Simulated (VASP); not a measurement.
# Ba3Ge (Pm-3m) in VASP: a series of runs

The runs below take Ba3Ge through single point, relaxation of cell and atoms, with PBE.

Everything below comes from runs of VASP 6.6.1. Logs are shortened: lines on timing, memory, paths and dates and some standing lists are left out, and cuts for length are marked.

**1. The cell of the first run**

It takes space group Pm-3m (No. 221, cubic). The conventional cell has a = 5.431 Å, b = 5.431 Å, c = 5.431 Å, α = 90.00°, β = 90.00°, γ = 90.00°. Within 5.0 Å of Ba (site symmetry 4/mmm) lie 8 Ba at 3.84 Å and 4 Ge at 3.84 Å. Ge (site symmetry m-3m) has 12 Ba at 3.84 Å within 5.0 Å.

**2. Single point, PBE**

File INCAR:

```
PREC = Accurate ; ENCUT = 520
EDIFF = 1E-6 ; ISMEAR = 0
SIGMA = 0.1 ; LREAL = F
LASPH = T ; NELM = 60
ALGO = Fast ; ISIF = 2
LWAVE = F ; LCHARG = F
GGA = PE ; NBANDS = 30
```

File KPOINTS:

```
regular mesh
0
Gamma
  8 8 8
```

File POSCAR:

```
Ba3Ge
1.0
    5.4314802246      0.0000000000      0.0000000000
    0.0000000000      5.4314802246      0.0000000000
    0.0000000000      0.0000000000      5.4314802246
Ba Ge
3 1
Direct
    0.0000000000      0.5000000000      0.5000000000
    0.5000000000      0.0000000000      0.5000000000
    0.5000000000      0.5000000000      0.0000000000
    0.0000000000      0.0000000000      0.0000000000
```

Potentials or basis: VASP PAW PBE potentials, release 64 (Ba_sv, Ge_d).

Run with:

```console
$ cat potpaw_PBE.64/Ba_sv/POTCAR potpaw_PBE.64/Ge_d/POTCAR > POTCAR
$ mpirun -np 1 vasp_std > vasp.out
```

OUTCAR:

```text
PREC = Accurate
   ENCUT = 520
   EDIFF = 1E-6
   ISMEAR = 0
   LREAL = F
   LASPH = T
   NELM = 60
   ISIF = 2
   GGA = PE

 ion  position               nearest neighbor table
   1  0.000  0.500  0.500-   2 3.84   3 3.84   3 3.84   2 3.84   2 3.84   3 3.84   3 3.84   2 3.84

   2  0.500  0.000  0.500-   1 3.84   3 3.84   3 3.84   1 3.84   3 3.84   3 3.84   1 3.84   1 3.84

   3  0.500  0.500  0.000-   1 3.84   2 3.84   1 3.84   2 3.84   2 3.84   2 3.84   1 3.84   1 3.84

   4  0.000  0.000  0.000-

  LATTYP: Found a simple cubic cell.
 ALAT       =     5.4314802246

  Lattice vectors:

 A1 = (   5.4314802246,   0.0000000000,   0.0000000000)
 A2 = (   0.0000000000,   5.4314802246,   0.0000000000)
 A3 = (   0.0000000000,   0.0000000000,   5.4314802246)

Analysis of symmetry for initial positions (statically):
=====================================================================
 Subroutine PRICEL returns:
 Original cell was already a primitive cell.

 Routine SETGRP: Setting up the symmetry group for a
 simple cubic supercell.

 Subroutine GETGRP returns: Found 48 space group operations
 (whereof 48 operations were pure point group operations)
 out of a pool of 48 trial point group operations.

The static configuration has the point symmetry O_h .

Analysis of symmetry for dynamics (positions and initial velocities):
=====================================================================
 Subroutine PRICEL returns:
 Original cell was already a primitive cell.

 Routine SETGRP: Setting up the symmetry group for a
 simple cubic supercell.

 Subroutine GETGRP returns: Found 48 space group operations
 (whereof 48 operations were pure point group operations)
 out of a pool of 48 trial point group operations.

The dynamic configuration has the point symmetry O_h .

 Subroutine INISYM returns: Found 48 space group operations
 (whereof 48 operations are pure point group operations),
 and found     1 'primitive' translations

----------------------------------------------------------------------------------------

                                     Primitive cell

  volume of cell :     160.2340

  direct lattice vectors                    reciprocal lattice vectors
     5.431480225  0.000000000  0.000000000     0.184111873  0.000000000  0.000000000
     0.000000000  5.431480225  0.000000000     0.000000000  0.184111873  0.000000000
     0.000000000  0.000000000  5.431480225     0.000000000  0.000000000  0.184111873

  length of vectors
     5.431480225  5.431480225  5.431480225     0.184111873  0.184111873  0.184111873

  position of ions in fractional coordinates (direct lattice)
     0.000000000  0.500000000  0.500000000
     0.500000000  0.000000000  0.500000000
     0.500000000  0.500000000  0.000000000
     0.000000000  0.000000000  0.000000000

  ion indices of the primitive-cell ions
   primitive index   ion index
                 1           1
                 2           2
                 3           3
                 4           4

----------------------------------------------------------------------------------------

 KPOINTS: regular mesh

Automatic generation of k-mesh.
 Grid dimensions read from file:
 generate k-points for:    8    8    8

 Generating k-lattice:

  Cartesian coordinates                     Fractional coordinates (reciprocal lattice)
     0.023013984  0.000000000  0.000000000     0.125000000  0.000000000  0.000000000
     0.000000000  0.023013984  0.000000000     0.000000000  0.125000000  0.000000000
     0.000000000  0.000000000  0.023013984     0.000000000  0.000000000  0.125000000

  Length of vectors
     0.023013984  0.023013984  0.023013984

  Shift w.r.t. Gamma in fractional coordinates (k-lattice)
     0.000000000  0.000000000  0.000000000

 Subroutine IBZKPT returns following result:
 ===========================================

 Found     35 irreducible k-points:

 Following reciprocal coordinates:
            Coordinates               Weight
  0.000000  0.000000  0.000000      1.000000
  0.125000  0.000000  0.000000      6.000000
  0.250000  0.000000  0.000000      6.000000
  0.375000  0.000000  0.000000      6.000000
  0.500000  0.000000  0.000000      3.000000
  0.125000  0.125000  0.000000     12.000000
[... 16 lines left out ...]
  0.375000  0.375000  0.125000     24.000000
  0.500000  0.375000  0.125000     24.000000
 [... further k-points ...]
   k-points           NKPTS =     35   k-points in BZ     NKDIM =     35   number of bands    NBANDS=     30
   number of dos      NEDOS =    301   number of ions     NIONS =      4
   total plane-waves  NPLWV =  64000
   dimension x,y,z NGX =    40 NGY =   40 NGZ =   40
   dimension x,y,z NGXF=    80 NGYF=   80 NGZF=   80
   ions per type =               3   1
   NGX,Y,Z   is equivalent  to a cutoff of  12.24, 12.24, 12.24 a.u.
   NGXF,Y,Z  is equivalent  to a cutoff of  24.49, 24.49, 24.49 a.u.
 SYSTEM =  unknown system
   PREC   = accura    normal or accurate (medium, high low for compatibility)
   ISTART =      0    job   : 0-new  1-cont  2-samecut
   ICHARG =      2    charge: 1-file 2-atom 10-const
   ISPIN  =      1    spin polarized calculation?
   LNONCOLLINEAR =      F non collinear calculations
   LSORBIT =      F    spin-orbit coupling
   LASPH  =      T    aspherical Exc in radial PAW
   ENCUT  =  520.0 eV  38.22 Ry    6.18 a.u.  10.10 10.10 10.10*2*pi/ulx,y,z
   NELM   =     60;   NELMIN=  2; NELMDL= -5     # of ELM steps
   EDIFF  = 0.1E-05   stopping-criterion for ELM
   LREAL  =      F    real-space projection
   EDIFFG = 0.1E-04   stopping-criterion for IOM
   NSW    =      0    number of steps for IOM
   IBRION =     -1    ionic relax: 0-MD 1-quasi-New 2-CG
   NFREE  =      0    steps in history (QN), initial steepest desc. (CG)
   ISIF   =      2    stress and relaxation
   ISYM   =      2    0-nonsym 1-usesym 2-fastsym
   POTIM  = 0.5000    time-step for ionic-motion
   TEBEG  =    0.0;   TEEND  =   0.0 temperature during run
   PSTRESS=    0.0 pullay stress
   NELECT =      44.0000    total number of electrons
   NUPDOWN=      -1.0000    fix difference up-down
   EMIN   =  10.00;   EMAX   =-10.00  energy-range for DOS
   EFERMI =   0.00;   METHOD = LEGACY
   ISMEAR =     0;   SIGMA  =   0.10  broadening in eV -4-tet -1-fermi 0-gaus
   EFERMI_NEDOS =   21; number of points for ismear=-14 and -15
   IALGO  =     68    algorithm
   IMIX   =      4    mixing-type and parameters
     AMIX     =   0.40;   BMIX     =  1.00
     AMIX_MAG =   1.60;   BMIX_MAG =  1.00
  volume/ion in A,a.u.               =      40.06       270.33
  Fermi-wavevector in a.u.,A,eV,Ry     =   1.064080  2.010819 15.405411  1.132266
  Thomas-Fermi vector in A             =   2.199586
   LORBIT       =      0    0 simple, 1 ext, 2 COOP (PROOUT), +10 PAW based schemes
   GGA     = PE    functional components
   LHFCALC =     F    Hartree Fock is set to
   AEXX    =    0.0000 exact exchange contribution
   IVDW    =     0    specifies the selected vdW correction
   LEPSILON=     F    determine dielectric tensor
   LRPA    =     F    only Hartree local field effects (RPA)
 non-spin polarized calculation
 RMM-DIIS sequential band-by-band and
 Gauss-broadening in eV      SIGMA  =   0.10
  energy-cutoff  :      520.00
  volume of cell :      160.23
 maximum number of plane-waves:      4341
   NGX = 21   NGY = 21   NGZ = 21

 number of electron      43.9999974 magnetization

 Free energy of the ion-electron system (eV)
  ---------------------------------------------------
  ext. energy  EPLUGINS =         0.00000000
  ---------------------------------------------------
  free energy    TOTEN  =       -10.83351573 eV

  energy without entropy =      -10.82133292  energy(sigma->0) =      -10.82742433

 E-fermi :   3.0305     XC(G=0):  -8.7361

 val. band max:        3.0303306505   @ k =   0.5000   0.3750   0.3750
 cond. band min:       3.0979468703   @ k =   0.2500   0.0000   0.0000
 fundamental gap:      0.0676162198
 Fermi energy:         3.0305434731

 k-point     1 :       0.0000    0.0000    0.0000
  band No.  band energies     occupation
      1     -25.6784      2.00000
      2     -25.4317      2.00000
      3     -25.4317      2.00000
      4     -20.5689      2.00000
      5     -20.5689      2.00000
      6     -20.5689      2.00000
[... 22 lines left out ...]
     29       6.4411      0.00000
     30       6.4411      0.00000

 k-point     2 :       0.1250    0.0000    0.0000
  band No.  band energies     occupation
      1     -25.6702      2.00000
      2     -25.4402      2.00000
      3     -25.4316      2.00000
      4     -20.5689      2.00000
      5     -20.5689      2.00000
      6     -20.5689      2.00000
[... 22 lines left out ...]
     29       6.2473      0.00000
     30       6.6365      0.00000

 k-point     3 :       0.2500    0.0000    0.0000
  band No.  band energies     occupation
      1     -25.6475      2.00000
      2     -25.4636      2.00000
      3     -25.4313      2.00000
      4     -20.5689      2.00000
      5     -20.5689      2.00000
      6     -20.5689      2.00000
[... 22 lines left out ...]
     29       5.8137      0.00000
     30       7.0780      0.00000

 k-point     4 :       0.3750    0.0000    0.0000
  band No.  band energies     occupation
      1     -25.6165      2.00000
      2     -25.4953      2.00000
      3     -25.4309      2.00000
      4     -20.5690      2.00000
      5     -20.5690      2.00000
      6     -20.5689      2.00000
[... 616 lines left out ...]
     29       5.9824      0.00000
     30       6.0916      0.00000

 k-point    23 :       0.3750    0.3750    0.1250
  band No.  band energies     occupation
      1     -25.5617      2.00000
      2     -25.5015      2.00000
      3     -25.4778      2.00000
      4     -20.5689      2.00000
      5     -20.5689      2.00000
      6     -20.5688      2.00000
[... 22 lines left out ...]
     29       6.0293      0.00000
     30       6.1239      0.00000

 k-point    24 :       0.5000    0.3750    0.1250
  band No.  band energies     occupation
      1     -25.5430      2.00000
      2     -25.5135      2.00000
      3     -25.4842      2.00000
      4     -20.5689      2.00000
      5     -20.5689      2.00000
      6     -20.5688      2.00000
[... 22 lines left out ...]
     29       5.9823      0.00000
     30       6.0699      0.00000

 [... further k-points ...]

------------------------ aborting loop because EDIFF is reached ----------------------------------------

  FORCE on cell =-STRESS in cart. coord.  units (eV):
  Direction    XX          YY          ZZ          XY          YZ          ZX
  --------------------------------------------------------------------------------------
  -------------------------------------------------------------------------------------
  Total        0.3891048      0.3891048      0.3891048     -0.0000000     -0.0000000      0.0000000
  in kB        3.8906534      3.8906534      3.8906534     -0.0000000     -0.0000000      0.0000000
  external PRESSURE =       3.8906534 kB  Pullay stress =       0.0000000 kB

 VOLUME and BASIS-vectors are now :
 -----------------------------------------------------------------------------
  energy-cutoff  :      520.00
  volume of cell :      160.23
      direct lattice vectors                 reciprocal lattice vectors
     5.431480225  0.000000000  0.000000000     0.184111873  0.000000000  0.000000000
     0.000000000  5.431480225  0.000000000     0.000000000  0.184111873  0.000000000
     0.000000000  0.000000000  5.431480225     0.000000000  0.000000000  0.184111873

 POSITION                                       TOTAL-FORCE (eV/Angst)
 -----------------------------------------------------------------------------------
      0.00000      2.71574      2.71574         0.000000      0.000000      0.000000
      2.71574      0.00000      2.71574         0.000000      0.000000      0.000000
      2.71574      2.71574      0.00000         0.000000      0.000000      0.000000
      0.00000      0.00000      0.00000         0.000000      0.000000      0.000000
 -----------------------------------------------------------------------------------
    total drift:                               -0.000000     -0.000000     -0.000000

  FREE ENERGIE OF THE ION-ELECTRON SYSTEM (eV)
  ---------------------------------------------------
  free  energy   TOTEN  =       -10.8335157306 eV

  energy  without entropy=      -10.8213329248  energy(sigma->0) =      -10.82742433
```

Wall time 3.3 min (1 thread of Intel Xeon 6975P-C (Granite Rapids), shared host); peak memory 0.34 GiB.

What came out:

| Item | Value |
| --- | --- |
| Free energy | -10.8335 eV |
| Pressure | 0.4 GPa |
| Band gap on the k mesh | zero (bands 22 and 23 overlap by 0.87 eV) |

Caveat: spin-orbit coupling is left out, which moves the levels of the heavy elements.

**3. Relaxation of cell and atoms, PBE**

File INCAR:

```
PREC = Accurate
ENCUT = 600
EDIFF = 1E-6
ISMEAR = 0
SIGMA = 0.1
LREAL = False
LASPH = True
NELM = 100
ALGO = Fast
ISIF = 3
LWAVE = False
LCHARG = False
GGA = PE
IBRION = 2
NSW = 100
EDIFFG = -0.01
```

KPOINTS is that of step 2.

File POSCAR:

```
Ba3Ge
1.0
    5.4288319410      0.0000000000      0.0000000000
    0.0000000000      5.4288319410      0.0000000000
    0.0000000000      0.0000000000      5.4288319410
Ba Ge
3 1
Direct
    0.0000000000      0.5000000000      0.5000000000
    0.5000000000      0.0000000000      0.5000000000
    0.5000000000      0.5000000000      0.0000000000
    0.0000000000      0.0000000000      0.0000000000
```

Potentials or basis: VASP PAW PBE potentials, release 64 (Ba_sv, Ge_d).

Run with:

```console
$ cat potpaw_PBE.64/Ba_sv/POTCAR potpaw_PBE.64/Ge_d/POTCAR > POTCAR
$ mpirun -np 1 vasp_std > vasp.out
```

It took 15 min on 1 thread of Intel Xeon 6975P-C (Granite Rapids), shared host; peak memory 0.47 GiB.

It converged, with:

```yaml
Free_energy: -10.8381 eV
Relaxed_volume: 40.90 Å³/atom
Relaxed_cell: a = 5.469 Å, b = 5.469 Å, c = 5.469 Å, α = 90.00°, β = 90.00°, γ = 90.00°
Space_group_after_relaxing_to_0.1_Å: Pm-3m (No. 221)
Energy_gained_by_relaxing: 1.2 meV/atom
Ionic_steps: 4
Pressure_after_relaxing: 0.0 GPa
Band_gap_on_the_k_mesh: zero (bands 22 and 23 overlap by 0.83 eV)
```

Step by step:
```
step  energy change (eV)  largest force (eV/Å)  pressure (GPa)  volume (Å³)
   1              0.0000                0.0000            0.45       160.00
   2             -0.0044                0.0000            0.11       162.61
   3             -0.0047                0.0000           -0.06       164.09
   4             -0.0048                0.0000            0.02       163.59
```

Final structure:
```
CELL_PARAMETERS angstrom
5.46914 0.00000 0.00000
0.00000 5.46914 0.00000
0.00000 0.00000 5.46914
ATOMIC_POSITIONS crystal
Ba 0.00000 0.50000 0.50000
Ba 0.50000 0.00000 0.50000
Ba 0.50000 0.50000 0.00000
Ge 0.00000 0.00000 0.00000
```

Levels at points of the mesh, in eV from the Fermi level:
```tsv
k point	band 18	band 19	band 20	band 21	band 22	band 23	band 24	band 25	band 26
(0.00, 0.00, 0.00)	-7.24	-2.10	-0.24	-0.24	-0.08	-0.08	-0.08	0.27	0.27
(0.50, 0.00, 0.00)	-6.89	-2.14	-0.76	-0.69	-0.69	0.33	1.17	1.83	2.03
(0.50, 0.50, 0.00)	-6.85	-1.33	-1.33	-1.15	0.56	0.71	0.71	1.19	2.04
(0.50, 0.50, 0.50)	-7.06	-0.55	-0.55	-0.55	-0.27	-0.27	-0.27	1.72	2.00
```

Caveat: spin-orbit coupling is left out, which moves the levels of the heavy elements.
